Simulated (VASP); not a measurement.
## C: single point with PBE

C:

```
C
1.0
     4.22661    0.00000    0.00000
     0.00000    4.22661    0.00000
     0.00000    0.00000    1.27368
C
1
Direct
  0.50000 0.50000 0.50000
```

| Property | Result |
| --- | --- |
| Program | VASP 6.6.1 |
| Task | single point |
| Functional | PBE |
| Potentials or basis | VASP PAW PBE potentials, release 64 (C) |
| Cutoff | 520 eV |
| k mesh | 6 × 6 × 20 |
| Occupations | fermi-dirac, width 0.05 eV |
| Spin | no spin polarisation |
| Dipole correction | no |
| Further INCAR settings | ALGO = Normal; EDIFF = 1e-07; NBANDS = 8 |

```yaml
Pressure: 2.1 GPa
Band_gap_on_the_k_mesh: zero (band 2 reaches 7.68 eV, above the bottom of band 3 at -7.22 eV)
```

Stress tensor (GPa, compression positive):
```
-0.47  0.00  0.00
 0.00 -0.47  0.00
 0.00  0.00  7.23
```

Levels at points of the mesh, in eV from the Fermi level:
```
           k point  band 1  band 2  band 3  band 4  band 5
(0.00, 0.00, 0.00)  -16.37   -5.21   -5.21    3.78    8.16
(0.50, 0.00, 0.00)  -16.33   -5.62   -5.17    6.27    6.29
(0.50, 0.50, 0.00)  -16.30   -5.55   -5.55    5.90    8.86
(0.00, 0.00, 0.50)   -9.11    8.85   11.45   11.45   23.78
(0.50, 0.00, 0.50)   -9.11    8.92   11.34   11.46   22.31
(0.50, 0.50, 0.50)   -9.11    8.98   11.36   11.36   22.65
```

It took 7.5 s on 1 thread of Intel(R) Xeon(R) Platinum 8259CL CPU @ 2.50GHz (Skylake/Cascade Lake) (shared host), peak memory 0.13 GiB.
